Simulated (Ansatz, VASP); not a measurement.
# Two plane-wave programs on Li

```xyz
3
Lattice="1.5660 0.9041 7.5883 -1.5660 0.9041 7.5883 0.0000 -1.8083 7.5883" Properties=species:S:1:pos:R:3 pbc="T T T"
Li    0.0000    0.0000    0.0000
Li    0.0000    0.0000    5.0538
Li    0.0000    0.0000   17.7111
```

Change from the starting cell: equal xx and yy strain of +1 %, PAW files.

Alike in both runs: task electric field gradients; functional PBEsol; k mesh 12 × 12 × 12; occupations fermi-dirac, width 0.05 eV; no spin polarisation.

|  | VASP | Ansatz |
| --- | --- | --- |
| version | VASP 6.6.1 | Ansatz 0.2.0 |
| potentials or method | VASP PAW PBE potentials, release 64 (Li_sv) | PAW with Ansatz's default frozen-core files, scalar-relativistic |
| plane-wave cutoff (eV) | 520 | 420 |
| valence electrons in the cell | 9 | 9 |

|  | VASP | Ansatz | Ansatz less VASP |
| --- | --- | --- | --- |
| rms of the force components (eV/Å) | 0.004 | 0.004 | -0.0001 |
| size of Vzz on the site where it differs most (V/Å²) | 0.1 | 0.1 | -0.04 |

VASP's potentials were made for PBE, not for PBEsol. Atom by atom the forces differ by 0.000 eV/Å (rms over components).

Noted on VASP's run: the cutoff is under 1.25 times that of the potentials, so the pressure is a little rough.
